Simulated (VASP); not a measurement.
# Si5Sn (P6/mmm) in VASP: single point with PBE

Aim: the single point of Si5Sn with PBE.

Everything below comes from runs of VASP 6.6.1. Logs are shortened: lines on timing, memory, paths and dates and some standing lists are left out, and cuts for length are marked.

## Step 1: The cell of the first run

The structure is hexagonal, space group P6/mmm (No. 191). Conventional cell: a = 5.383 Å, b = 5.383 Å, c = 4.164 Å, α = 90.00°, β = 90.00°, γ = 120.00°. Si (site symmetry mmm) has 8 Si at 2.60 to 2.69 Å and 4 Sn at 3.40 Å within 3.5 Å. Si (site symmetry -6m2) has 9 Si at 2.60 to 3.11 Å and 3 Sn at 3.11 Å within 3.4 Å. Within 4.2 Å of Sn (site symmetry 6/mmm) lie 18 Si at 3.11 to 3.40 Å and 2 Sn at 4.16 Å.

## Step 2: Single point, PBE

The input, POSCAR:

```
Si5Sn
1.0
    5.3831514061      0.0000000000      0.0000000000
   -2.6915757030      4.6619458702      0.0000000000
    0.0000000000      0.0000000000      4.1642441676
Si Sn
5 1
Direct
    0.5000000000      0.5000000000      0.0000000000
    0.3333333333      0.6666666667      0.5000000000
    0.0000000000      0.5000000000      0.0000000000
    0.5000000000      0.0000000000      0.0000000000
    0.6666666667      0.3333333333      0.5000000000
    0.0000000000      0.0000000000      0.5000000000
```

The input, INCAR.step1:

```
PREC = Accurate
ENCUT = 520
EDIFF = 1E-6
ISMEAR = 0
SIGMA = 0.1
LREAL = F
LASPH = T
NELM = 80
ALGO = Normal
ISIF = 2
LWAVE = F
LCHARG = T
GGA = PE
NBANDS = 26
```

The input, KPOINTS.step1:

```
regular mesh
0
Gamma
  12 12 10
```

The input, INCAR.step2:

```
PREC = Accurate
ENCUT = 520
EDIFF = 1E-6
ISMEAR = -5
SIGMA = 0.1
LREAL = F
LASPH = T
NELM = 80
ALGO = Normal
ISIF = 2
LWAVE = F
LCHARG = F
GGA = PE
LORBIT = 11
NEDOS = 2001
ICHARG = 11
```

The input, KPOINTS.step2:

```
regular mesh
0
Gamma
  18 18 15
```

Potentials or basis: VASP PAW PBE potentials, release 64 (Si, Sn_d).

Launch:

```console
> cat potpaw_PBE.64/Si/POTCAR potpaw_PBE.64/Sn_d/POTCAR > POTCAR
> cp INCAR.step1 INCAR
> cp KPOINTS.step1 KPOINTS
> mpirun -np 1 vasp_std > vasp.out
> cp INCAR.step2 INCAR
> cp KPOINTS.step2 KPOINTS
> mpirun -np 1 vasp_std > vasp.out
```

OUTCAR:

```text
PREC = Accurate
   ENCUT = 520
   EDIFF = 1E-6
   ISMEAR = -5
   LREAL = F
   LASPH = T
   NELM = 80
   ISIF = 2
   GGA = PE
   LORBIT = 11
   ICHARG = 11

 ion  position               nearest neighbor table
   1  0.500  0.500  0.000-   2 2.60   5 2.60   2 2.60   5 2.60   3 2.69   3 2.69   4 2.69   4 2.69
                             6 3.40   6 3.40   6 3.40   6 3.40
   2  0.333  0.667  0.500-   3 2.60   3 2.60   4 2.60   4 2.60   1 2.60   1 2.60   6 3.11   5 3.11
                             5 3.11   6 3.11   6 3.11   5 3.11
   3  0.000  0.500  0.000-   2 2.60   5 2.60   2 2.60   5 2.60   1 2.69   1 2.69   4 2.69   4 2.69
                             6 3.40   6 3.40   6 3.40   6 3.40
   4  0.500  0.000  0.000-   2 2.60   5 2.60   2 2.60   5 2.60   1 2.69   1 2.69   3 2.69   3 2.69
                             6 3.40   6 3.40   6 3.40   6 3.40
   5  0.667  0.333  0.500-   3 2.60   3 2.60   4 2.60   4 2.60   1 2.60   1 2.60   6 3.11   2 3.11
                             2 3.11   6 3.11   6 3.11   2 3.11
   6  0.000  0.000  0.500-   2 3.11   5 3.11   5 3.11   2 3.11   5 3.11   2 3.11   4 3.40   4 3.40
                             4 3.40   4 3.40   3 3.40   3 3.40   3 3.40   3 3.40   1 3.40   1 3.40

  LATTYP: Found a hexagonal cell.
 ALAT       =     5.3831514061
 C/A-ratio  =     0.7735699507

  Lattice vectors:

 A1 = (   5.3831514061,   0.0000000000,   0.0000000000)
 A2 = (  -2.6915757030,   4.6619458702,   0.0000000000)
 A3 = (   0.0000000000,   0.0000000000,   4.1642441676)

Analysis of symmetry for initial positions (statically):
=====================================================================
 Subroutine PRICEL returns:
 Original cell was already a primitive cell.

 Routine SETGRP: Setting up the symmetry group for a
 hexagonal supercell.

 Subroutine GETGRP returns: Found 24 space group operations
 (whereof 24 operations were pure point group operations)
 out of a pool of 24 trial point group operations.

The static configuration has the point symmetry D_6h.

Analysis of symmetry for dynamics (positions and initial velocities):
=====================================================================
 Subroutine PRICEL returns:
 Original cell was already a primitive cell.

 Routine SETGRP: Setting up the symmetry group for a
 hexagonal supercell.

 Subroutine GETGRP returns: Found 24 space group operations
 (whereof 24 operations were pure point group operations)
 out of a pool of 24 trial point group operations.

[... 123 lines left out ...]
   EMIN   =  10.00;   EMAX   =-10.00  energy-range for DOS
   EFERMI =   0.00;   METHOD = LEGACY
   ISMEAR =    -5;   SIGMA  =   0.10  broadening in eV -4-tet -1-fermi 0-gaus
   EFERMI_NEDOS =   21; number of points for ismear=-14 and -15
   IALGO  =     38    algorithm
   IMIX   =      4    mixing-type and parameters
     AMIX     =   0.40;   BMIX     =  1.00
     AMIX_MAG =   1.60;   BMIX_MAG =  1.00
  volume/ion in A,a.u.               =      17.42       117.54
  Fermi-wavevector in a.u.,A,eV,Ry     =   1.125955  2.127747 17.249129  1.267775
  Thomas-Fermi vector in A             =   2.262635
   LORBIT       =     11    0 simple, 1 ext, 2 COOP (PROOUT), +10 PAW based schemes
   GGA     = PE    functional components
   LHFCALC =     F    Hartree Fock is set to
   AEXX    =    0.0000 exact exchange contribution
   IVDW    =     0    specifies the selected vdW correction
   LEPSILON=     F    determine dielectric tensor
   LRPA    =     F    only Hartree local field effects (RPA)
 non-spin polarized calculation
 Fermi weights with tetrahedron method with Bloechl corrections
  energy-cutoff  :      520.00
  volume of cell :      104.51
 maximum number of plane-waves:      2844

 number of electron      33.9999991 magnetization

 Free energy of the ion-electron system (eV)
  ---------------------------------------------------
  ext. energy  EPLUGINS =         0.00000000
  ---------------------------------------------------
  free energy    TOTEN  =       -27.85290114 eV

  energy without entropy =      -27.85290114  energy(sigma->0) =      -27.85290114

 E-fermi :   8.9828     XC(G=0): -10.7354

 val. band max:        9.1061098849   @ k =   0.4444   0.1111   0.3333
 cond. band min:       8.8737646171   @ k =   0.2222   0.2222   0.2000
 fundamental gap:     -0.2323452678
 Fermi energy:         8.9827779810

 k-point     1 :       0.0000    0.0000    0.0000
  band No.  band energies     occupation
      1     -12.7063      2.00000
      2     -12.6886      2.00000
      3     -12.6886      2.00000
      4     -12.6865      2.00000
      5     -12.6865      2.00000
      6      -4.6097      2.00000
[... 565 lines left out ...]
     20      10.0956      0.00000
     21      10.3224      0.00000

 [... further k-points ...]

------------------------ aborting loop because EDIFF is reached ----------------------------------------

  FORCE on cell =-STRESS in cart. coord.  units (eV):
  Direction    XX          YY          ZZ          XY          YZ          ZX
  --------------------------------------------------------------------------------------
  -------------------------------------------------------------------------------------
  Total       -0.3188383     -0.3188383     -0.2587036     -0.0000000      0.0000000      0.0000000
  in kB       -4.8881108     -4.8881108     -3.9661860     -0.0000000      0.0000000      0.0000000
  external PRESSURE =      -4.5808025 kB  Pullay stress =       0.0000000 kB

 VOLUME and BASIS-vectors are now :
 -----------------------------------------------------------------------------
  energy-cutoff  :      520.00
  volume of cell :      104.51
      direct lattice vectors                 reciprocal lattice vectors
     5.383151406  0.000000000  0.000000000     0.185764792  0.107251353  0.000000000
    -2.691575703  4.661945870  0.000000000     0.000000000  0.214502705  0.000000000
     0.000000000  0.000000000  4.164244168     0.000000000  0.000000000  0.240139617

 POSITION                                       TOTAL-FORCE (eV/Angst)
 -----------------------------------------------------------------------------------
      1.34579      2.33097      0.00000         0.000000      0.000000      0.000000
     -0.00000      3.10796      2.08212         0.000000     -0.000000      0.000000
     -1.34579      2.33097      0.00000         0.000000      0.000000      0.000000
      2.69158      0.00000      0.00000         0.000000      0.000000      0.000000
      2.69158      1.55398      2.08212        -0.000000      0.000000      0.000000
      0.00000      0.00000      2.08212         0.000000      0.000000      0.000000
 -----------------------------------------------------------------------------------
    total drift:                               -0.000000     -0.000000      0.000000

  FREE ENERGIE OF THE ION-ELECTRON SYSTEM (eV)
  ---------------------------------------------------
  free  energy   TOTEN  =       -27.8529011424 eV

  energy  without entropy=      -27.8529011424  energy(sigma->0) =      -27.85290114

 total charge

# of ion       s       p       d       tot
------------------------------------------
    1        0.833   0.726   0.000   1.559
    2        0.837   0.721   0.000   1.558
    3        0.833   0.726   0.000   1.559
    4        0.833   0.726   0.000   1.559
    5        0.837   0.721   0.000   1.558
    6        1.324   0.763   9.997  12.084
--------------------------------------------------
tot          5.496   4.385   9.997  19.878
```

OUTCAR.step1:

```text
PREC = Accurate
   ENCUT = 520
   EDIFF = 1E-6
   ISMEAR = 0
   LREAL = F
[... 939 lines left out ...]
     -1.34579      2.33097      0.00000        -0.000000      0.000000     -0.000000
      2.69158      0.00000      0.00000        -0.000000      0.000000     -0.000000
      2.69158      1.55398      2.08212        -0.000000      0.000000     -0.000000
      0.00000      0.00000      2.08212        -0.000000      0.000000     -0.000000
 -----------------------------------------------------------------------------------
    total drift:                               -0.000000      0.000000      0.000000

  FREE ENERGIE OF THE ION-ELECTRON SYSTEM (eV)
  ---------------------------------------------------
  free  energy   TOTEN  =       -27.8619566635 eV

  energy  without entropy=      -27.8466634148  energy(sigma->0) =      -27.85431004
```

It took 5.2 min on 1 thread of AMD EPYC 9R45 (Zen 5), shared host; peak memory 0.61 GiB.

What came out:

```yaml
Valence_electrons_inside_the_program's_atomic_spheres: Si 1.56; Sn 12.08
```

Levels at points of the mesh, in eV from the Fermi level:
| k point | band 13 | band 14 | band 15 | band 16 | band 17 | band 18 | band 19 | band 20 | band 21 |
| --- | --- | --- | --- | --- | --- | --- | --- | --- | --- |
| (0.00, 0.00, 0.00) | -5.04 | -4.31 | -1.10 | -0.14 | 0.29 | 0.29 | 1.51 | 1.51 | 2.11 |
| (0.50, 0.00, 0.00) | -3.35 | -2.18 | -2.06 | -1.25 | -0.86 | -0.05 | 0.25 | 0.61 | 0.66 |

Caveat: spin-orbit coupling is left out, which moves the levels of the heavy elements; tetrahedron occupations give inexact forces and stress in metals.
